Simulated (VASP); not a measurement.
Ti:

```
Ti
1.0
     3.00786    0.00000    0.00000
    -1.50393    2.60488    0.00000
     0.00000    0.00000    4.77179
Ti
2
Direct
  0.66667 0.33333 0.75000
  0.33333 0.66667 0.25000
```

Base run:

```yaml
Program: VASP 6.6.1
Functional: revPBE
Dispersion: D3(BJ)
Potentials_or_basis: VASP PAW PBE potentials, release 64 (Ti_sv)
Cutoff: 520 eV
k_mesh: 10 × 10 × 6
Occupations: fermi-dirac, width 0.05 eV
Spin: no spin polarisation
```

Its results: band gap on the k mesh zero (band 12 reaches 8.40 eV, above the bottom of band 13 at 7.41 eV); pressure -14.5 GPa.

Question: The run is repeated on the same cell with these changes: functional from revPBE to r2SCAN; dispersion from D3(BJ) to D4. What comes out?

Answer: Band gap on the k mesh zero (band 12 reaches 8.45 eV, above the bottom of band 13 at 7.27 eV); pressure -8.1 GPa.

Several settings changed at once, so the effect can't be laid on one alone.

Caveats: the PAW data sets were made with another functional, which shifts forces and pressure a little; pairwise dispersion overbinds metals, which lowers pressure and volume.
